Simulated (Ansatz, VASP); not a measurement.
One calculation of NaI, two programs

The input INCAR:

```
SYSTEM = NaI
  ALGO = Normal
  EDIFF = 1E-7
  ENCUT = 520
  GGA = PS
  ISIF = 2
  ISMEAR = 0
  LASPH = .TRUE.
  LCHARG = .FALSE.
  LREAL = .FALSE.
  LWAVE = .FALSE.
  NBANDS = 14
  NELM = 80
  PREC = Accurate
  SIGMA = 0.05
```

File KPOINTS:

```
k-points
0
G
  6 6 6
  0 0 0
```

Contents of POSCAR:

```
NaI
1.0
    0.0000000000      3.2364000000      3.1393080000
    3.2364000000      0.0000000000      3.1393080000
    3.2364000000      3.2364000000      0.0000000000
Na I
1 1
Direct
    0.0000000000      0.0000000000      0.0000000000
    0.5000000000      0.5000000000      0.5000000000
```

Input for Ansatz:

```yaml
crystal:
  lattice:
    - [0.0, 3.2364, 3.139308]
    - [3.2364, 0.0, 3.139308]
    - [3.2364, 3.2364, 0.0]
  atoms:
    - { symbol: Na, position: [0.0, 0.0, 0.0] }
    - { symbol: I, position: [0.5, 0.5, 0.5] }
basis:
  ecutwfc: 420
kpoints:
  mp_grid: { grid: [6, 6, 6] }
hamiltonian:
  xc: pbesol
scf:
  occupations: { method: gaussian, width: 0.05 }
output:
  forces: true
  stress: true
  eigenvalues: true
```

Change from the starting cell: strain +0.000 along x and y, -0.030 along z, atoms carried along.

Alike in both runs: task single point; functional PBEsol; k mesh 6 × 6 × 6; occupations gaussian, width 0.05 eV; no spin polarisation.

|  | VASP | Ansatz |
| --- | --- | --- |
| version | VASP 6.6.1 | Ansatz 0.2.0 |
| potentials or method | VASP PAW PBE potentials, release 64 (Na_pv, I), cutoff 520 eV | scalar-relativistic, plane waves, PAW |
| valence electrons in the cell | 14 | 26 |

```tsv
	VASP	Ansatz	Ansatz less VASP
gap on the k mesh at the Fermi level (eV)	3.57	3.58	+0.004
least direct gap on the mesh (eV)	3.57	3.58	+0.004
pressure (GPa)	0.0	0.0	-0.04
traceless stress, the component that is largest in VASP (GPa)	0.61	0.60	-0.008
```

VASP's potentials were made for PBE, not for PBEsol. VASP's potentials hold 14 valence electrons a cell and Ansatz's 26, so a difference there can come from the potentials and not from the codes.

Spin-orbit coupling is off throughout.
